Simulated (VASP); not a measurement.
V, 1 atom in the cell. It takes space group Fm-3m (No. 225, cubic). The conventional cell has a = 3.964 Å, b = 3.964 Å, c = 3.964 Å, α = 90.00°, β = 90.00°, γ = 90.00°. Within 3.7 Å of V (site symmetry m-3m) lie 12 V at 2.80 Å. This isn't the form of V at room conditions, which is bcc.

- Program: VASP 6.6.1
- Task: single point
- Functional: PBE
- Potentials or basis: VASP PAW PBE potentials, release 64 (V_sv)
- Cutoff: 520 eV
- k mesh: 23 × 23 × 23
- Occupations: fermi-dirac, width 0.05 eV
- Spin: collinear spin, ferromagnetic start
- Starting moments: [1.0] μB
- Dipole correction: no
- Further INCAR settings: ALGO = Normal; EDIFF = 1e-07; NBANDS = 16

Potentials or basis: VASP PAW PBE potentials, release 64 (V_sv).

Launch:

```bash
$ cat potpaw_PBE.64/V_sv/POTCAR > POTCAR
$ mpirun -np 1 vasp_std > vasp.out
```

Hardware: 1 thread of Intel Xeon 8259CL (shared host).

**Question.** How long does it take, and how much memory?

**Answer.** Wall time 7.4 min on 1 thread of Intel Xeon 8259CL (shared host), peak memory 0.22 GiB. Counts: scf iterations 13, k points 364.
